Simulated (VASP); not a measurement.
# SiC (P6_3mc) in VASP: relaxation of cell and atoms with LDA

Aim: the relaxation of cell and atoms of SiC with LDA.

Program: VASP 6.6.1. These are calculated values, not measurements. Logs are shortened: lines on timing, memory, paths and dates and some standing lists are left out, and cuts for length are marked.

## 1. The cell of the first run

It takes space group P6_3mc (No. 186, hexagonal). The conventional cell has a = 3.095 Å, b = 3.095 Å, c = 15.186 Å, α = 90.00°, β = 90.00°, γ = 120.00°. Si (site symmetry 3m) has 4 C at 1.89 to 1.90 Å within 2.5 Å. Within 2.5 Å of Si (site symmetry 3m) lie 4 C at 1.90 Å. Si (site symmetry 3m) has 4 C at 1.89 to 1.90 Å within 2.5 Å. Within 2.5 Å of C (site symmetry 3m) lie 4 Si at 1.89 to 1.90 Å. C (site symmetry 3m) has 4 Si at 1.90 Å within 2.5 Å. C (site symmetry 3m) has 4 Si at 1.89 to 1.90 Å within 2.5 Å.

## 2. Relaxation of cell and atoms, LDA

INCAR

```
ALGO     = Normal         # electronic algorithm
EDIFF    = 1E-7           # SCF threshold, eV
EDIFFG   = -0.005         # ionic threshold
ENCUT    = 600            # plane-wave cutoff, eV
IBRION   = 2              # ionic algorithm
ISIF     = 3              # what is computed and relaxed
ISMEAR   = 0              # smearing method
LASPH    = True           # aspherical terms in the spheres
LCHARG   = False          # write CHGCAR
LREAL    = False          # projectors in reciprocal space
LWAVE    = False          # write WAVECAR
NELM     = 100            # most SCF steps
NSW      = 70             # ionic steps
PREC     = Accurate       # precision mode
SIGMA    = 0.02           # smearing width, eV
```

KPOINTS

```
k-points
0
Gamma
  12 12 2
```

POSCAR

```
SiC
1.0
    1.5474176122     -2.6802318485      0.0000000000
    1.5474176122      2.6802318485      0.0000000000
    0.0000000000      0.0000000000     15.1864630333
Si C
6 6
Direct
    0.1666626012      0.8333373988      0.8577086565
    0.8333373988      0.1666626012      0.3577086565
    0.5000001085      0.4999998915      0.5244818337
    0.4999998915      0.5000001085      0.0244818337
    0.8333309414      0.1666690586      0.6912147305
    0.1666690586      0.8333309414      0.1912147305
    0.5000013168      0.4999986832      0.6498371864
    0.4999986832      0.5000013168      0.1498371864
    0.1666670427      0.8333329573      0.9826927787
    0.8333329573      0.1666670427      0.4826927787
    0.8333306240      0.1666693760      0.8162048141
    0.1666693760      0.8333306240      0.3162048141
```

Potentials or basis: VASP PAW LDA potentials, release 64 (Si, C).

Command:

```bash
$ cat potpaw_LDA.64/Si/POTCAR potpaw_LDA.64/C/POTCAR > POTCAR
$ mpirun -np 1 vasp_std > vasp.out
```

OUTCAR:

```text
EDIFF = 1E-7
   EDIFFG = -0.005
   ENCUT = 600
   IBRION = 2
   ISIF = 3
   ISMEAR = 0
   LASPH = True
   LREAL = False
   NELM = 100
   NSW = 70
   PREC = Accurate

 ion  position               nearest neighbor table
   1  0.167  0.833  0.858-  11 1.89  11 1.89  11 1.89   9 1.90   5 3.10   5 3.10   5 3.10   4 3.10
                             4 3.10   4 3.10
   2  0.833  0.167  0.358-  12 1.89  12 1.89  12 1.89  10 1.90   6 3.10   6 3.10   6 3.10   3 3.10
                             3 3.10   3 3.10
   3  0.500  0.500  0.524-  10 1.90  10 1.90  10 1.90   7 1.90   5 3.10   5 3.10   5 3.10   2 3.10
                             2 3.10   2 3.10
   4  0.500  0.500  0.024-   9 1.90   9 1.90   9 1.90   8 1.90   6 3.10   6 3.10   6 3.10   1 3.10
                             1 3.10   1 3.10
   5  0.833  0.167  0.691-   7 1.89   7 1.89   7 1.89  11 1.90   1 3.10   1 3.10   1 3.10   3 3.10
                             3 3.10   3 3.10
   6  0.167  0.833  0.191-   8 1.89   8 1.89   8 1.89  12 1.90   2 3.10   2 3.10   2 3.10   4 3.10
                             4 3.10   4 3.10
   7  0.500  0.500  0.650-   5 1.89   5 1.89   5 1.89   3 1.90
   8  0.500  0.500  0.150-   6 1.89   6 1.89   6 1.89   4 1.90
   9  0.167  0.833  0.983-   4 1.90   4 1.90   4 1.90   1 1.90
  10  0.833  0.167  0.483-   3 1.90   3 1.90   3 1.90   2 1.90
  11  0.833  0.167  0.816-   1 1.89   1 1.89   1 1.89   5 1.90
  12  0.167  0.833  0.316-   2 1.89   2 1.89   2 1.89   6 1.90

  LATTYP: Found a hexagonal cell.
 ALAT       =     3.0948576750
 C/A-ratio  =     4.9069988440

  Lattice vectors:

 A1 = (   1.5474176122,  -2.6802318485,   0.0000000000)
 A2 = (   1.5474176122,   2.6802318485,   0.0000000000)
 A3 = (   0.0000000000,   0.0000000000,  15.1864630333)

Analysis of symmetry for initial positions (statically):
=====================================================================
 Subroutine PRICEL returns:
 Original cell was already a primitive cell.

 Routine SETGRP: Setting up the symmetry group for a
 hexagonal supercell.

 Subroutine GETGRP returns: Found  4 space group operations
 (whereof  2 operations were pure point group operations)
 out of a pool of 24 trial point group operations.

The static configuration has the point symmetry C_1h.
 The point group associated with its full space group is C_2v.

Analysis of symmetry for dynamics (positions and initial velocities):
=====================================================================
 Subroutine PRICEL returns:
 Original cell was already a primitive cell.

 Routine SETGRP: Setting up the symmetry group for a
 hexagonal supercell.

 Subroutine GETGRP returns: Found  4 space group operations
 (whereof  2 operations were pure point group operations)
 out of a pool of 24 trial point group operations.

The dynamic configuration has the point symmetry C_1h.
 The point group associated with its full space group is C_2v.

 Subroutine INISYM returns: Found  4 space group operations
 (whereof  2 operations are pure point group operations),
 and found     1 'primitive' translations

----------------------------------------------------------------------------------------

                                     Primitive cell

  volume of cell :     125.9698

  direct lattice vectors                    reciprocal lattice vectors
     1.547417612 -2.680231849  0.000000000     0.323118980 -0.186551026  0.000000000
     1.547417612  2.680231849  0.000000000     0.323118980  0.186551026  0.000000000
     0.000000000  0.000000000 15.186463033     0.000000000  0.000000000  0.065848117

  length of vectors
     3.094857675  3.094857675 15.186463033     0.373104758  0.373104758  0.065848117

  position of ions in fractional coordinates (direct lattice)
     0.166662601  0.833337399  0.857708657
     0.833337399  0.166662601  0.357708657
     0.500000108  0.499999892  0.524481834
     0.499999892  0.500000108  0.024481834
     0.833330941  0.166669059  0.691214731
     0.166669059  0.833330941  0.191214731
     0.500001317  0.499998683  0.649837186
     0.499998683  0.500001317  0.149837186
     0.166667043  0.833332957  0.982692779
     0.833332957  0.166667043  0.482692779
     0.833330624  0.166669376  0.816204814
     0.166669376  0.833330624  0.316204814

  ion indices of the primitive-cell ions
   primitive index   ion index
                 1           1
                 2           2
                 3           3
                 4           4
                 5           5
                 6           6
                 7           7
                 8           8
                 9           9
                10          10
                11          11
                12          12

----------------------------------------------------------------------------------------

 KPOINTS: k-points

Automatic generation of k-mesh.
 Grid dimensions read from file:
 generate k-points for:   12   12    2

 Generating k-lattice:

  Cartesian coordinates                     Fractional coordinates (reciprocal lattice)
     0.026926582 -0.015545919  0.000000000     0.083333333  0.000000000  0.000000000
     0.026926582  0.015545919  0.000000000     0.000000000  0.083333333  0.000000000
     0.000000000  0.000000000  0.032924059     0.000000000  0.000000000  0.500000000

  Length of vectors
     0.031092063  0.031092063  0.032924059

  Shift w.r.t. Gamma in fractional coordinates (k-lattice)
     0.000000000  0.000000000  0.000000000

 Subroutine IBZKPT returns following result:
 ===========================================

 Found     86 irreducible k-points:

 Following reciprocal coordinates:
            Coordinates               Weight
  0.000000  0.000000  0.000000      1.000000
  0.083333  0.000000  0.000000      4.000000
 -0.083333  0.083333  0.000000      2.000000
  0.166667 -0.000000  0.000000      4.000000
 -0.166667  0.166667  0.000000      2.000000
  0.250000  0.000000  0.000000      4.000000
[... 16 lines left out ...]
 -0.083333  0.416667  0.000000      4.000000
 -0.416667  0.333333  0.000000      4.000000
 [... further k-points ...]
   k-points           NKPTS =     86   k-points in BZ     NKDIM =     86   number of bands    NBANDS=     31
   number of dos      NEDOS =    301   number of ions     NIONS =     12
   total plane-waves  NPLWV =  98784
   dimension x,y,z NGX =    28 NGY =   28 NGZ =  126
   dimension x,y,z NGXF=    56 NGYF=   56 NGZF=  252
   ions per type =               6   6
   NGX,Y,Z   is equivalent  to a cutoff of  15.04, 15.04, 13.79 a.u.
   NGXF,Y,Z  is equivalent  to a cutoff of  30.08, 30.08, 27.59 a.u.
 SYSTEM =  unknown system
   PREC   = accura    normal or accurate (medium, high low for compatibility)
   ISTART =      0    job   : 0-new  1-cont  2-samecut
   ICHARG =      2    charge: 1-file 2-atom 10-const
   ISPIN  =      1    spin polarized calculation?
   LNONCOLLINEAR =      F non collinear calculations
   LSORBIT =      F    spin-orbit coupling
   LASPH  =      T    aspherical Exc in radial PAW
   ENCUT  =  600.0 eV  44.10 Ry    6.64 a.u.   6.18  6.18 30.33*2*pi/ulx,y,z
   NELM   =    100;   NELMIN=  2; NELMDL= -5     # of ELM steps
   EDIFF  = 0.1E-06   stopping-criterion for ELM
   LREAL  =      F    real-space projection
   EDIFFG = -.5E-02   stopping-criterion for IOM
   NSW    =     70    number of steps for IOM
   IBRION =      2    ionic relax: 0-MD 1-quasi-New 2-CG
   NFREE  =      1    steps in history (QN), initial steepest desc. (CG)
   ISIF   =      3    stress and relaxation
   ISYM   =      2    0-nonsym 1-usesym 2-fastsym
   POTIM  = 0.5000    time-step for ionic-motion
   TEBEG  =    0.0;   TEEND  =   0.0 temperature during run
   PSTRESS=    0.0 pullay stress
   NELECT =      48.0000    total number of electrons
   NUPDOWN=      -1.0000    fix difference up-down
   EMIN   =  10.00;   EMAX   =-10.00  energy-range for DOS
   EFERMI =   0.00;   METHOD = LEGACY
   ISMEAR =     0;   SIGMA  =   0.02  broadening in eV -4-tet -1-fermi 0-gaus
   EFERMI_NEDOS =   21; number of points for ismear=-14 and -15
   IALGO  =     38    algorithm
   IMIX   =      4    mixing-type and parameters
     AMIX     =   0.40;   BMIX     =  1.00
     AMIX_MAG =   1.60;   BMIX_MAG =  1.00
  volume/ion in A,a.u.               =      10.50        70.84
  Fermi-wavevector in a.u.,A,eV,Ry     =   1.186861  2.242841 19.165686  1.408638
  Thomas-Fermi vector in A             =   2.323024
   LORBIT       =      0    0 simple, 1 ext, 2 COOP (PROOUT), +10 PAW based schemes
   GGA     = CA    functional components
   LHFCALC =     F    Hartree Fock is set to
   AEXX    =    0.0000 exact exchange contribution
   IVDW    =     0    specifies the selected vdW correction
   LEPSILON=     F    determine dielectric tensor
   LRPA    =     F    only Hartree local field effects (RPA)
 conjugate gradient relaxation of ions
 non-spin polarized calculation
 Gauss-broadening in eV      SIGMA  =   0.02
  energy-cutoff  :      600.00
  volume of cell :      125.97
 maximum number of plane-waves:      4232
 NGX is ok and might be reduce to    28
   NGX = 13   NGY = 13   NGZ = 61

--------------------------------------- Ionic step        1  -------------------------------------------

 number of electron      48.0000000 magnetization

 Free energy of the ion-electron system (eV)
  ---------------------------------------------------
  ext. energy  EPLUGINS =         0.00000000
  ---------------------------------------------------
  free energy    TOTEN  =       -99.79014711 eV

  energy without entropy =      -99.79014711  energy(sigma->0) =      -99.79014711

------------------------ aborting loop because EDIFF is reached ----------------------------------------

  FORCE on cell =-STRESS in cart. coord.  units (eV):
  Direction    XX          YY          ZZ          XY          YZ          ZX
  --------------------------------------------------------------------------------------
  -------------------------------------------------------------------------------------
  Total       -5.7046731     -5.7072453     -5.6752946      0.0000000      0.0000000      0.0000000
  in kB      -72.5562477    -72.5889630    -72.1825895      0.0000000      0.0000000      0.0000000
  external PRESSURE =     -72.4426001 kB  Pullay stress =       0.0000000 kB
[... 215 lines left out ...]
  energy  without entropy=      -99.8873698068  energy(sigma->0) =      -99.88736981

--------------------------------------- Ionic step        6  -------------------------------------------

 number of electron      48.0000001 magnetization

 Free energy of the ion-electron system (eV)
  ---------------------------------------------------
  ext. energy  EPLUGINS =         0.00000000
  ---------------------------------------------------
  free energy    TOTEN  =       -99.88738768 eV

  energy without entropy =      -99.88738768  energy(sigma->0) =      -99.88738768

 E-fermi :   8.4391     XC(G=0): -11.6366

 val. band max:        8.3267750234   @ k =   0.0000   0.0000   0.0000
 cond. band min:      10.2932505342   @ k =   0.5000   0.0000   0.0000
 fundamental gap:      1.9664755108
 Fermi energy:         8.4391435494

 k-point     1 :       0.0000    0.0000    0.0000
  band No.  band energies     occupation
      1      -7.1926      2.00000
      2      -6.6609      2.00000
      3      -6.6253      2.00000
      4      -5.0940      2.00000
      5      -5.0656      2.00000
      6      -3.5021      2.00000
[... 805 lines left out ...]
     30      13.7128      0.00000
     31      14.2509      0.00000

 [... further k-points ...]

------------------------ aborting loop because EDIFF is reached ----------------------------------------

  FORCE on cell =-STRESS in cart. coord.  units (eV):
  Direction    XX          YY          ZZ          XY          YZ          ZX
  --------------------------------------------------------------------------------------
  -------------------------------------------------------------------------------------
  Total        0.0004704     -0.0001508      0.0006398      0.0000000      0.0000000      0.0000000
  in kB        0.0061888     -0.0019843      0.0084175      0.0000000      0.0000000      0.0000000
  external PRESSURE =       0.0042073 kB  Pullay stress =       0.0000000 kB
[... 27 lines left out ...]
  FREE ENERGIE OF THE ION-ELECTRON SYSTEM (eV)
  ---------------------------------------------------
  free  energy   TOTEN  =       -99.8873876757 eV

  energy  without entropy=      -99.8873876757  energy(sigma->0) =      -99.88738768

 reached required accuracy - stopping structural energy minimisation
```

Run time: 40 min. Hardware: 1 thread of Oxide Virtual Turin-like, shared host; peak memory 0.41 GiB.

Results:

```
Free energy                           : -99.8874 eV
Relaxed volume                        : 10.15 Å³/atom
Relaxed cell                          : a = 3.060 Å, b = 3.060 Å, c = 15.016 Å, α = 90.00°, β = 90.00°, γ = 120.00°
Space group after relaxing (to 0.1 Å) : P6_3mc (No. 186)
Energy gained by relaxing             : 8.1 meV/atom
Ionic steps                           : 6
Pressure after relaxing               : 0.0 GPa
Band gap on the k mesh                : 1.97 eV (least direct gap 3.07 eV)
```

Step by step:
```csv
step,energy change (eV),largest force (eV/Å),pressure (GPa),volume (Å³)
1,0.0000,0.0100,-7.24,125.97
2,0.0163,0.0320,8.76,117.51
3,-0.0972,0.0089,-0.05,121.81
4,-0.0972,0.0093,0.10,121.73
5,-0.0972,0.0098,-0.09,121.83
6,-0.0972,0.0015,0.00,121.78
```

Final structure:
```cif
data_structure
_symmetry_space_group_name_H-M 'P 1'
_symmetry_Int_Tables_number 1
_cell_length_a 3.0602
_cell_length_b 3.0602
_cell_length_c 15.0160
_cell_angle_alpha 90.000
_cell_angle_beta 90.000
_cell_angle_gamma 120.000
_cell_volume 121.78
loop_
_atom_site_label
_atom_site_type_symbol
_atom_site_fract_x
_atom_site_fract_y
_atom_site_fract_z
_atom_site_occupancy
Si1 Si 0.16666 0.83334 0.85771 1
Si2 Si 0.83334 0.16666 0.35771 1
Si3 Si 0.50000 0.50000 0.52448 1
Si4 Si 0.50000 0.50000 0.02448 1
Si5 Si 0.83333 0.16667 0.69122 1
Si6 Si 0.16667 0.83333 0.19122 1
C1 C 0.50000 0.50000 0.64983 1
C2 C 0.50000 0.50000 0.14983 1
C3 C 0.16667 0.83333 0.98269 1
C4 C 0.83333 0.16667 0.48269 1
C5 C 0.83333 0.16667 0.81621 1
C6 C 0.16667 0.83333 0.31621 1
```
